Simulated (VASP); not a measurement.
Wanted: the native input for a VASP 6.6.1 run.

```
Task                   : single point
Functional             : PBE
Potentials or basis    : VASP PAW PBE potentials, release 64 (Zr_sv, In_d, Se)
Cutoff                 : 520 eV
k mesh                 : 6 × 6 × 2
Occupations            : gaussian, width 0.1 eV
Spin                   : collinear spin
Starting moments       : [1.0, 0.0, 0.0, 0.0, 0.0, 0.0] μB
Dipole correction      : no
Further INCAR settings : ALGO = Normal; EDIFF = 1e-07; NBANDS = 41
```

The structure of ZrIn2Se3 lies in POSCAR:

```
ZrIn2Se3
1.0
    3.5139311387      0.0000000000      0.0000000000
    0.0000000000      3.5139311387      0.0000000000
    0.0000000000      0.0000000000     11.3046049627
Zr In Se
1 2 3
Direct
    0.5000000000      0.5000000000      0.5000000000
    0.5000000000      0.5000000000      0.8413276024
    0.5000000000      0.5000000000      0.1586723976
    0.0000000000      0.0000000000      0.0000000000
    0.0000000000      0.0000000000      0.6348380611
    0.0000000000      0.0000000000      0.3651619389
```

The cell was generated, and may not be a known phase.

One way to write it, as run:

INCAR

```
SYSTEM = ZrIn2Se3
PREC     = Accurate       ! precision mode
ENCUT    = 520            ! plane-wave cutoff, eV
EDIFF    = 1E-7           ! SCF threshold, eV
ISMEAR   = 0              ! smearing method
SIGMA    = 0.1            ! smearing width, eV
LREAL    = .FALSE.        ! projectors in reciprocal space
LASPH    = .TRUE.         ! aspherical terms in the spheres
NELM     = 150            ! most SCF steps
ALGO     = Normal         ! electronic algorithm
ISIF     = 2              ! what is computed and relaxed
LWAVE    = .FALSE.        ! write WAVECAR
LCHARG   = .TRUE.         ! write CHGCAR
ISPIN    = 2              ! spin polarisation
MAGMOM   = 1 0 0 0 0 0    ! initial moments
LORBIT   = 11             ! projections on sites
LMAXMIX  = 4              ! l up to which the mixer works
GGA      = PE             ! functional
LELF     = .TRUE.         ! ELF
LVHAR    = .TRUE.       
NBANDS   = 41             ! bands
```

KPOINTS

```
Automatic mesh
0
G
  6 6 2
  0 0 0
```

Potentials or basis: VASP PAW PBE potentials, release 64 (Zr_sv, In_d, Se).

Launch:

```console
$ cat potpaw_PBE.64/Zr_sv/POTCAR potpaw_PBE.64/In_d/POTCAR potpaw_PBE.64/Se/POTCAR > POTCAR
$ mpirun -np 1 vasp_std > vasp.out
```

Results of the run:

| Item | Value |
| --- | --- |
| Pressure | 0.0 GPa |
| Largest force | 0.007 eV/Å |
| Band gap on the k mesh | zero (filled and empty bands overlap) |
| Net moment | 0.00 μB per cell |
| Valence electrons inside the program's atomic spheres | Zr 9.61; In 11.25; Se 3.81, 3.83 (each value once) |

Caveat: spin-orbit coupling is left out, which moves the levels of the heavy elements.

It took 5.6 min on 1 thread of Intel(R) Xeon(R) Platinum 8259CL CPU @ 2.50GHz (Skylake/Cascade Lake) (shared host), peak memory 0.39 GiB.
